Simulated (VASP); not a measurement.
Something may be wrong with this VASP 6.6.1 calculation of WS2.

Contents of POSCAR:

```
WS2
1.0
    1.5790000000      0.9116360751      6.1633333333
   -1.5790000000      0.9116360751      6.1633333333
    0.0000000000     -1.8232721501      6.1633333333
W S
1 2
Direct
    0.0000000000      0.0000000000      0.0000000000
    0.5810000000      0.5810000000      0.5810000000
    0.7503000000      0.7503000000      0.7503000000
```

INCAR.step1

```
GGA = AM ; ISMEAR = 0
SIGMA = 0.03 ; LWAVE = False
LCHARG = True ; NBANDS = 31
PREC = Accurate ; LASPH = True
LREAL = False ; ALGO = Normal
EDIFF = 1E-6 ; NELM = 120
GGA_COMPAT = False ; ENCUT = 300
EFERMI = MIDGAP ; LMAXMIX = 4
KPAR = 4
```

KPOINTS.step1

```
k-points
0
Gamma
  8 8 8
```

INCAR.step2

```
GGA = AM ; ISMEAR = -5
LWAVE = False ; LCHARG = False
NBANDS = 31 ; PREC = Accurate
LASPH = True ; LREAL = False
ALGO = Normal ; EDIFF = 1E-6
NELM = 53 ; GGA_COMPAT = False
ENCUT = 300 ; EFERMI = MIDGAP
LMAXMIX = 4 ; NEDOS = 2001
LORBIT = 11 ; EMIN = -8.9848
EMAX = 16.0152 ; ICHARG = 11
```

File KPOINTS.step2:

```
Automatic mesh
0
Gamma
  1 1 1
  0 0 0
```

Potentials or basis: VASP PAW PBE potentials, release 64 (W_sv, S).

Run with:

```bash
$ cat potpaw_PBE.64/W_sv/POTCAR potpaw_PBE.64/S/POTCAR > POTCAR
$ cp INCAR.step1 INCAR
$ cp KPOINTS.step1 KPOINTS
$ mpirun -np 4 vasp_std > vasp.out
$ cp INCAR.step2 INCAR
$ cp KPOINTS.step2 KPOINTS
$ mpirun -np 4 vasp_std > vasp.out
```

OUTCAR:

```text
GGA = AM
   ISMEAR = -5
   PREC = Accurate
   LASPH = True
   LREAL = False
   EDIFF = 1E-6
   NELM = 53
   ENCUT = 300
   EFERMI = MIDGAP
   LORBIT = 11
   EMIN = -8.9848
   ICHARG = 11

|       ---->  I REFUSE TO CONTINUE WITH THIS SICK JOB ... BYE!!! <----       |
|                                                                             |
 -----------------------------------------------------------------------------
```

On the terminal:

```text
POSCAR found type information on POSCAR W S
 POSCAR found :  2 types and       3 ions
 scaLAPACK will be used
[... 26 lines left out ...]
1
1
1
```

Task: How did it end, and where is the flaw?

Result: The input was rejected before any iteration. The input holds a flaw that was put in on purpose: tetrahedra on too few k points (KPAR = left out; k = 1 × 1 × 1).

A sound run on the same cell differs in these lines of the main input:
```diff
@@ -6 +6 @@
-NELM = 53 ; GGA_COMPAT = False
+NELM = 120 ; GGA_COMPAT = False
@@ -10,0 +11 @@
+KPAR = 4
```
